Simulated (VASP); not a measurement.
Runs of VASP 6.6.1 on Cr. The structure is that of space group Im-3m (No. 229), or close to it. The cells are those of the table. 

```tsv
level	spin	cell	k mesh	gap on the mesh (eV)	pressure (GPa)	moment (μB)
r2SCAN	collinear, ferromagnetic start	a = 2.436 Å, angles 109.5°, 1 atom	20 × 20 × 20	none	5.7	0.00
r2SCAN	collinear, ferromagnetic start	a = 2.450 Å, angles 109.5°, 1 atom	20 × 20 × 20	none	0.6	0.00
PBE	collinear, ferromagnetic start	a = 2.451 Å, angles 109.5°, 1 atom	10 × 10 × 10	none	4.8	0.00
r2SCAN	off	a = 2.450 Å, angles 109.5°, 1 atom	20 × 20 × 20	none	(a)	-
PBE	collinear, ferromagnetic start	a = 2.468 Å, angles 109.5°, 1 atom	10 × 10 × 10	none	(b)	0.00
```

Alike in all rows: task single point; potentials or basis VASP PAW PBE potentials, release 64 (Cr_pv); cutoff (eV) 520; smearing gaussian 0.05 eV.

**Question.** Fill in the values left out.

**Answer.** (a) 0.7; (b) -0.6.

Caveats: the PAW data sets were made with another functional, which shifts forces and pressure a little (some runs).

A gap of «none» marks levels without a gap at the run's occupations.
